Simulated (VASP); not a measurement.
# AlBiO4 (P6/mmm) in VASP: notebook, part 2 of 2

VASP 6.6.1.

### Step 4. Single point, PBE

The input, INCAR:

```
PREC = Accurate
ENCUT = 520
EDIFF = 1E-6
ISMEAR = 0
SIGMA = 0.1
LREAL = False
LASPH = True
NELM = 80
ALGO = Normal
ISIF = 2
LWAVE = False
LCHARG = True
GGA = PE
LELF = True
LVHAR = True
NBANDS = 30
```

The input, KPOINTS:

```
regular mesh
0
Gamma
  12 12 6
```

The input, POSCAR:

```
AlBiO4
1.0
    3.6512104558      0.0000000000      0.0000000000
   -1.8256052279      3.1620410092      0.0000000000
    0.0000000000      0.0000000000      7.8344792057
Al Bi O
1 1 4
Direct
    0.0000000000      0.0000000000      0.0000000000
    0.0000000000      0.0000000000      0.5000000000
    0.0000000000      0.0000000000      0.7681543527
    0.0000000000      0.0000000000      0.2318456473
    0.3333333333      0.6666666667      0.0000000000
    0.6666666667      0.3333333333      0.0000000000
```

Potentials or basis: VASP PAW PBE potentials, release 64 (Al, Bi_d, O).

On the command line:

```bash
cat potpaw_PBE.64/Al/POTCAR potpaw_PBE.64/Bi_d/POTCAR potpaw_PBE.64/O/POTCAR > POTCAR
mpirun -np 1 vasp_std > vasp.out
```

OUTCAR:

```text
PREC = Accurate
   ENCUT = 520
   EDIFF = 1E-6
   ISMEAR = 0
   LREAL = False
   LASPH = True
   NELM = 80
   ISIF = 2
   GGA = PE

 ion  position               nearest neighbor table
   1  0.000  0.000  0.000-   3 1.82   4 1.82   5 2.11   6 2.11   5 2.11   6 2.11   6 2.11   5 2.11

   2  0.000  0.000  0.500-   3 2.10   4 2.10
   3  0.000  0.000  0.768-   1 1.82   2 2.10
   4  0.000  0.000  0.232-   1 1.82   2 2.10
   5  0.333  0.667  0.000-   1 2.11   1 2.11   1 2.11
   6  0.667  0.333  0.000-   1 2.11   1 2.11   1 2.11

  LATTYP: Found a hexagonal cell.
 ALAT       =     3.6512104558
 C/A-ratio  =     2.1457210699

  Lattice vectors:

 A1 = (   3.6512104558,   0.0000000000,   0.0000000000)
 A2 = (  -1.8256052279,   3.1620410092,   0.0000000000)
 A3 = (   0.0000000000,   0.0000000000,   7.8344792057)

Analysis of symmetry for initial positions (statically):
=====================================================================
 Subroutine PRICEL returns:
 Original cell was already a primitive cell.

 Routine SETGRP: Setting up the symmetry group for a
 hexagonal supercell.

 Subroutine GETGRP returns: Found 24 space group operations
 (whereof 24 operations were pure point group operations)
 out of a pool of 24 trial point group operations.

The static configuration has the point symmetry D_6h.

Analysis of symmetry for dynamics (positions and initial velocities):
=====================================================================
 Subroutine PRICEL returns:
 Original cell was already a primitive cell.

 Routine SETGRP: Setting up the symmetry group for a
 hexagonal supercell.

 Subroutine GETGRP returns: Found 24 space group operations
 (whereof 24 operations were pure point group operations)
 out of a pool of 24 trial point group operations.

The dynamic configuration has the point symmetry D_6h.

 Subroutine INISYM returns: Found 24 space group operations
 (whereof 24 operations are pure point group operations),
 and found     1 'primitive' translations

----------------------------------------------------------------------------------------

                                     Primitive cell

  volume of cell :      90.4512

  direct lattice vectors                    reciprocal lattice vectors
     3.651210456  0.000000000  0.000000000     0.273881775  0.158125716  0.000000000
    -1.825605228  3.162041009  0.000000000     0.000000000  0.316251433  0.000000000
     0.000000000  0.000000000  7.834479206     0.000000000  0.000000000  0.127640903

  length of vectors
     3.651210456  3.651210456  7.834479206     0.316251433  0.316251433  0.127640903

  position of ions in fractional coordinates (direct lattice)
     0.000000000  0.000000000  0.000000000
     0.000000000  0.000000000  0.500000000
     0.000000000  0.000000000  0.768154353
     0.000000000  0.000000000  0.231845647
     0.333333333  0.666666667  0.000000000
     0.666666667  0.333333333  0.000000000

  ion indices of the primitive-cell ions
[... 29 lines left out ...]
 Subroutine IBZKPT returns following result:
 ===========================================

 Found     76 irreducible k-points:

 Following reciprocal coordinates:
            Coordinates               Weight
  0.000000  0.000000  0.000000      1.000000
  0.083333  0.000000  0.000000      6.000000
  0.166667 -0.000000  0.000000      6.000000
  0.250000  0.000000  0.000000      6.000000
  0.333333  0.000000  0.000000      6.000000
  0.416667  0.000000  0.000000      6.000000
[... 16 lines left out ...]
  0.250000  0.000000  0.166667     12.000000
  0.333333  0.000000  0.166667     12.000000
 [... further k-points ...]
   k-points           NKPTS =     76   k-points in BZ     NKDIM =     76   number of bands    NBANDS=     30
   number of dos      NEDOS =    301   number of ions     NIONS =      6
   total plane-waves  NPLWV =  47040
   dimension x,y,z NGX =    28 NGY =   28 NGZ =   60
   dimension x,y,z NGXF=    56 NGYF=   56 NGZF=  120
   ions per type =               1   1   4
   NGX,Y,Z   is equivalent  to a cutoff of  12.75, 12.75, 12.73 a.u.
   NGXF,Y,Z  is equivalent  to a cutoff of  25.50, 25.50, 25.46 a.u.
 SYSTEM =  unknown system
   PREC   = accura    normal or accurate (medium, high low for compatibility)
   ISTART =      0    job   : 0-new  1-cont  2-samecut
   ICHARG =      2    charge: 1-file 2-atom 10-const
   ISPIN  =      1    spin polarized calculation?
   LNONCOLLINEAR =      F non collinear calculations
   LSORBIT =      F    spin-orbit coupling
   LASPH  =      T    aspherical Exc in radial PAW
   ENCUT  =  520.0 eV  38.22 Ry    6.18 a.u.   6.79  6.79 14.57*2*pi/ulx,y,z
   NELM   =     80;   NELMIN=  2; NELMDL= -5     # of ELM steps
   EDIFF  = 0.1E-05   stopping-criterion for ELM
   LREAL  =      F    real-space projection
   EDIFFG = 0.1E-04   stopping-criterion for IOM
   NSW    =      0    number of steps for IOM
   IBRION =     -1    ionic relax: 0-MD 1-quasi-New 2-CG
   NFREE  =      0    steps in history (QN), initial steepest desc. (CG)
   ISIF   =      2    stress and relaxation
   ISYM   =      2    0-nonsym 1-usesym 2-fastsym
   POTIM  = 0.5000    time-step for ionic-motion
   TEBEG  =    0.0;   TEEND  =   0.0 temperature during run
   PSTRESS=    0.0 pullay stress
   NELECT =      42.0000    total number of electrons
   NUPDOWN=      -1.0000    fix difference up-down
   EMIN   =  10.00;   EMAX   =-10.00  energy-range for DOS
   EFERMI =   0.00;   METHOD = LEGACY
   ISMEAR =     0;   SIGMA  =   0.10  broadening in eV -4-tet -1-fermi 0-gaus
   EFERMI_NEDOS =   21; number of points for ismear=-14 and -15
   IALGO  =     38    algorithm
   IMIX   =      4    mixing-type and parameters
     AMIX     =   0.40;   BMIX     =  1.00
     AMIX_MAG =   1.60;   BMIX_MAG =  1.00
  volume/ion in A,a.u.               =      15.08       101.73
  Fermi-wavevector in a.u.,A,eV,Ry     =   1.267710  2.395624 21.865753  1.607088
  Thomas-Fermi vector in A             =   2.400843
   LORBIT       =      0    0 simple, 1 ext, 2 COOP (PROOUT), +10 PAW based schemes
   GGA     = PE    functional components
   LHFCALC =     F    Hartree Fock is set to
   AEXX    =    0.0000 exact exchange contribution
   IVDW    =     0    specifies the selected vdW correction
   LEPSILON=     F    determine dielectric tensor
   LRPA    =     F    only Hartree local field effects (RPA)
 non-spin polarized calculation
 Gauss-broadening in eV      SIGMA  =   0.10
  energy-cutoff  :      520.00
  volume of cell :       90.45
 maximum number of plane-waves:      2469
 NGX is ok and might be reduce to    28
   NGX = 13   NGY = 13   NGZ = 29

 number of electron      42.0000003 magnetization

 Free energy of the ion-electron system (eV)
  ---------------------------------------------------
  ext. energy  EPLUGINS =         0.00000000
  ---------------------------------------------------
  free energy    TOTEN  =       -30.88167122 eV

  energy without entropy =      -30.86360877  energy(sigma->0) =      -30.87263999

 E-fermi :   2.8838     XC(G=0):  -9.6617

 val. band max:        2.8640793980   @ k =   0.4167   0.0833   0.0000
 cond. band min:       2.8842025697   @ k =   0.1667   0.0833   0.0000
 fundamental gap:      0.0201231718
 Fermi energy:         2.8837987660

 k-point     1 :       0.0000    0.0000    0.0000
  band No.  band energies     occupation
      1     -19.7390      2.00000
      2     -19.7390      2.00000
      3     -19.6781      2.00000
      4     -19.4053      2.00000
      5     -19.4053      2.00000
      6     -16.2399      2.00000
[... 781 lines left out ...]
     29      14.2651      0.00000
     30      15.2649      0.00000

 [... further k-points ...]

------------------------ aborting loop because EDIFF is reached ----------------------------------------

  FORCE on cell =-STRESS in cart. coord.  units (eV):
  Direction    XX          YY          ZZ          XY          YZ          ZX
  --------------------------------------------------------------------------------------
  -------------------------------------------------------------------------------------
  Total       -0.1115978     -0.1115978      0.2333631      0.0000000      0.0000000      0.0000000
  in kB       -1.9767500     -1.9767500      4.1335991      0.0000000      0.0000000      0.0000000
  external PRESSURE =       0.0600331 kB  Pullay stress =       0.0000000 kB

 VOLUME and BASIS-vectors are now :
 -----------------------------------------------------------------------------
  energy-cutoff  :      520.00
  volume of cell :       90.45
      direct lattice vectors                 reciprocal lattice vectors
     3.651210456  0.000000000  0.000000000     0.273881775  0.158125716  0.000000000
    -1.825605228  3.162041009  0.000000000     0.000000000  0.316251433  0.000000000
     0.000000000  0.000000000  7.834479206     0.000000000  0.000000000  0.127640903

 POSITION                                       TOTAL-FORCE (eV/Angst)
 -----------------------------------------------------------------------------------
      0.00000      0.00000      0.00000         0.000000      0.000000      0.000000
      0.00000      0.00000      3.91724         0.000000      0.000000      0.000000
      0.00000      0.00000      6.01809        -0.000000     -0.000000      0.065991
      0.00000      0.00000      1.81639         0.000000     -0.000000     -0.065991
     -0.00000      2.10803      0.00000        -0.000000      0.000000     -0.000000
      1.82561      1.05401      0.00000         0.000000      0.000000      0.000000
 -----------------------------------------------------------------------------------
    total drift:                                0.000000     -0.000000      0.000000

  FREE ENERGIE OF THE ION-ELECTRON SYSTEM (eV)
  ---------------------------------------------------
  free  energy   TOTEN  =       -30.8816712158 eV

  energy  without entropy=      -30.8636087654  energy(sigma->0) =      -30.87263999
```

stdout:

```text
POSCAR found type information on POSCAR AlBiO
 POSCAR found :  3 types and       6 ions
 scaLAPACK will be used
 LDA part: xc-table for (Slater+PW92), standard interpolation
 POSCAR, INCAR and KPOINTS ok, starting setup
 FFT: planning ... GRIDC
 FFT: planning ... GRID_SOFT
 FFT: planning ... GRID
 WAVECAR not read
 entering main loop
```

It took 5.1 min on 1 thread of AMD EPYC 7R43 (Zen 3), shared host; peak memory 0.29 GiB.

What came out:

```yaml
Free_energy: -30.8817 eV
Pressure: 0.0 GPa
Largest_force: 0.066 eV/Å
Band_gap_on_the_k_mesh: zero (bands 21 and 22 overlap by 0.11 eV)
```

Forces in eV/Å, atoms in the order of the input:
```
Al   0.000  0.000  0.000
Bi   0.000  0.000  0.000
O    0.000  0.000  0.066
O    0.000  0.000 -0.066
O    0.000  0.000  0.000
O    0.000  0.000  0.000
```

Stress tensor (GPa, compression positive):
```
-0.20  0.00  0.00
 0.00 -0.20  0.00
 0.00  0.00  0.41
```

Levels at points of the mesh, in eV from the Fermi level:
```csv
k point,band 17,band 18,band 19,band 20,band 21,band 22,band 23,band 24,band 25,band 26
"(0.00, 0.00, 0.00)",-1.90,-0.86,-0.86,-0.22,-0.22,0.22,4.34,5.04,5.04,7.57
"(0.50, 0.00, 0.00)",-1.06,-0.84,-0.81,-0.68,-0.26,0.01,0.65,3.05,6.86,6.91
"(0.00, 0.00, 0.50)",-1.16,-1.16,-0.70,0.01,0.01,0.22,3.75,5.00,5.00,7.96
"(0.50, 0.00, 0.50)",-1.48,-1.41,-0.75,-0.46,-0.25,0.32,0.65,3.00,6.65,6.98
```

Caveat: spin-orbit coupling is left out, which moves the levels of the heavy elements.

### Step 5. Relaxation of cell and atoms, PBE

The input, INCAR:

```
PREC = Accurate
ENCUT = 600
EDIFF = 1E-7
ISMEAR = 0
SIGMA = 0.1
LREAL = False
LASPH = True
NELM = 100
ALGO = Normal
ISIF = 3
LWAVE = False
LCHARG = False
GGA = PE
IBRION = 2
NSW = 100
EDIFFG = -0.01
```

The input, KPOINTS:

```
Automatic mesh
0
Gamma
  12 12 6
```

The input, POSCAR:

```
AlBiO4
1.0
    3.6519812357      0.0000000000      0.0000000000
   -1.8259906179      3.1627085243      0.0000000000
    0.0000000000      0.0000000000      7.8333257337
Al Bi O
1 1 4
Direct
    0.0000000000      0.0000000000      0.0000000000
    0.0000000000      0.0000000000      0.5000000000
    0.0000000000      0.0000000000      0.7679765139
    0.0000000000      0.0000000000      0.2320234861
    0.3333333333      0.6666666667      0.0000000000
    0.6666666667      0.3333333333      0.0000000000
```

Potentials or basis: VASP PAW PBE potentials, release 64 (Al, Bi_d, O).

On the command line:

```bash
cat potpaw_PBE.64/Al/POTCAR potpaw_PBE.64/Bi_d/POTCAR potpaw_PBE.64/O/POTCAR > POTCAR
mpirun -np 1 vasp_std > vasp.out
```

OUTCAR:

```text
PREC = Accurate
   ENCUT = 600
   EDIFF = 1E-7
   ISMEAR = 0
   LREAL = False
   LASPH = True
   NELM = 100
   ISIF = 3
   GGA = PE
   IBRION = 2
   NSW = 100
   EDIFFG = -0.01

 ion  position               nearest neighbor table
   1  0.000  0.000  0.000-   3 1.82   4 1.82   5 2.11   6 2.11   6 2.11   5 2.11   6 2.11   5 2.11

   2  0.000  0.000  0.500-   3 2.10   4 2.10
   3  0.000  0.000  0.768-   1 1.82   2 2.10
   4  0.000  0.000  0.232-   1 1.82   2 2.10
   5  0.333  0.667  0.000-   1 2.11   1 2.11   1 2.11
   6  0.667  0.333  0.000-   1 2.11   1 2.11   1 2.11

  LATTYP: Found a hexagonal cell.
 ALAT       =     3.6519812357
 C/A-ratio  =     2.1449523500

  Lattice vectors:
[... 353 lines left out ...]
  ext. energy  EPLUGINS =         0.00000000
  ---------------------------------------------------
  free energy    TOTEN  =       -30.88812529 eV

  energy without entropy =      -30.86992202  energy(sigma->0) =      -30.87902365

 E-fermi :   2.8999     XC(G=0):  -9.6717

 val. band max:        2.8750762280   @ k =   0.0833   0.0000   0.3333
 cond. band min:       2.9031498298   @ k =   0.1667   0.0833   0.0000
 fundamental gap:      0.0280736018
 Fermi energy:         2.8998742217

 k-point     1 :       0.0000    0.0000    0.0000
  band No.  band energies     occupation
      1     -19.7254      2.00000
      2     -19.7254      2.00000
      3     -19.6600      2.00000
      4     -19.3929      2.00000
      5     -19.3929      2.00000
      6     -16.2512      2.00000
[... 661 lines left out ...]
     24       6.3186      0.00000
     25       8.6008      0.00000

 [... further k-points ...]

------------------------ aborting loop because EDIFF is reached ----------------------------------------

  FORCE on cell =-STRESS in cart. coord.  units (eV):
  Direction    XX          YY          ZZ          XY          YZ          ZX
  --------------------------------------------------------------------------------------
  -------------------------------------------------------------------------------------
  Total       -0.0128271     -0.0128271      0.0158726      0.0000000     -0.0000000      0.0000000
  in kB       -0.2276752     -0.2276752      0.2817298      0.0000000     -0.0000000      0.0000000
  external PRESSURE =      -0.0578735 kB  Pullay stress =       0.0000000 kB
[... 21 lines left out ...]
  FREE ENERGIE OF THE ION-ELECTRON SYSTEM (eV)
  ---------------------------------------------------
  free  energy   TOTEN  =       -30.8881252882 eV

  energy  without entropy=      -30.8699220202  energy(sigma->0) =      -30.87902365

 reached required accuracy - stopping structural energy minimisation
```

CONTCAR:

```text
AlBiO4
   1.00000000000000
     3.6464419904735026    0.0000000000000875    0.0000000000000000
    -1.8232209952865994    3.1579113972158366   -0.0000000000000000
     0.0000000000000000    0.0000000000000000    7.8389086926522547
  Al              Bi              O
     1     1     4
Direct
     0.0000000000000000    0.0000000000000000    0.0000000000000000
     0.0000000000000000    0.0000000000000000    0.5000000000000000
     0.0000000000000000    0.0000000000000000    0.7684843526767753
     0.0000000000000000    1.0000000000000000    0.2315156473232247
     0.3333333332999970    0.6666666667000030    0.0000000000000000
     0.6666666667000030    0.3333333332999970    0.0000000000000000

  0.00000000E+00  0.00000000E+00  0.00000000E+00
  0.00000000E+00  0.00000000E+00  0.00000000E+00
  0.00000000E+00  0.00000000E+00  0.00000000E+00
  0.00000000E+00  0.00000000E+00  0.00000000E+00
  0.00000000E+00  0.00000000E+00  0.00000000E+00
  0.00000000E+00  0.00000000E+00  0.00000000E+00
```

Run time: 17 min. Hardware: 1 thread of AMD EPYC 7R43 (Zen 3), shared host; peak memory 0.33 GiB.

Results:

```
Free energy                           : -30.8881 eV
Relaxed volume                        : 15.04 Å³/atom
Relaxed cell                          : a = 3.646 Å, b = 3.646 Å, c = 7.839 Å, α = 90.00°, β = 90.00°, γ = 120.00°
Space group after relaxing (to 0.1 Å) : P6/mmm (No. 191)
Energy gained by relaxing             : 0.1 meV/atom
Ionic steps                           : 5
Pressure after relaxing               : 0.0 GPa
Largest force after relaxing          : 0.007 eV/Å
Band gap on the k mesh                : zero (bands 21 and 22 overlap by 0.12 eV)
```

Forces in eV/Å, atoms in the order of the input:
```
Al   0.000  0.000  0.000
Bi   0.000  0.000  0.000
O    0.000  0.000 -0.007
O    0.000  0.000  0.007
O    0.000  0.000  0.000
O    0.000  0.000  0.000
```

Step by step:
```tsv
step	energy change (eV)	largest force (eV/Å)	pressure (GPa)	volume (Å³)
1	0.0000	0.1005	-0.09	90.48
2	-0.0006	0.0323	-0.18	90.37
3	-0.0007	0.0027	-0.16	90.40
4	-0.0007	0.0108	0.06	90.21
5	-0.0007	0.0066	-0.01	90.27
```

Final structure:
```
Al Bi O
1.0
     3.64644    0.00000    0.00000
    -1.82322    3.15791    0.00000
     0.00000    0.00000    7.83891
Al Bi O
1 1 4
Direct
  0.00000 0.00000 0.00000
  0.00000 0.00000 0.50000
  0.00000 0.00000 0.76848
  0.00000 0.00000 0.23152
  0.33333 0.66667 0.00000
  0.66667 0.33333 0.00000
```

Levels at points of the mesh, in eV from the Fermi level:
```
           k point  band 17  band 18  band 19  band 20  band 21  band 22  band 23  band 24  band 25
(0.00, 0.00, 0.00)    -1.91    -0.85    -0.85    -0.22    -0.22     0.22     4.32     5.05     5.05
(0.50, 0.00, 0.00)    -1.05    -0.85    -0.82    -0.69    -0.26     0.00     0.65     3.05     6.84
(0.00, 0.00, 0.50)    -1.15    -1.15    -0.71     0.01     0.01     0.22     3.74     5.02     5.02
(0.50, 0.00, 0.50)    -1.47    -1.42    -0.75    -0.47    -0.25     0.31     0.65     3.00     6.63
```

Caveat: spin-orbit coupling is left out, which moves the levels of the heavy elements.

### Step 6. Summary

```tsv
task	cell	k mesh	cutoff (eV)	gap on the mesh (eV)	pressure (GPa)	largest force (eV/Å)
single point	a = 3.652, b = 3.652, c = 7.833 Å, angles 90.0, 90.0, 120.0°, 6 atoms, atomic positions A	6 × 6 × 4	520	none	0.0	0.06
single point	a = 4.618, b = 4.618, c = 5.448 Å, angles 90.0, 90.0, 120.0°, 6 atoms, atomic positions B	6 × 6 × 4	520	none	105.4	22.52
single point	a = 3.651, b = 3.651, c = 7.834 Å, angles 90.0, 90.0, 120.0°, 6 atoms, atomic positions A	12 × 12 × 6	520	none	0.0	0.07
relaxation of cell and atoms	relaxed from a = 3.652, b = 3.652, c = 7.833 Å, angles 90.0, 90.0, 120.0°, 6 atoms, atomic positions A	12 × 12 × 6	600	none	0.0	0.01
```

Alike in all rows: level PBE; potentials or basis VASP PAW PBE potentials, release 64 (Al, Bi_d, O); no spin polarisation; smearing gaussian 0.1 eV.

Caveats: spin-orbit coupling is left out, which moves the levels of the heavy elements; atoms lie so close that the PAW spheres overlap strongly, which falsifies energies and pressures (at least some runs); the cell stands under pressure (at least some runs); forces of over 1 eV/Å act on the atoms, so gaps and moduli don't describe the material at rest (at least some runs).

Absolute energies hang on the potentials; compare differences alone.
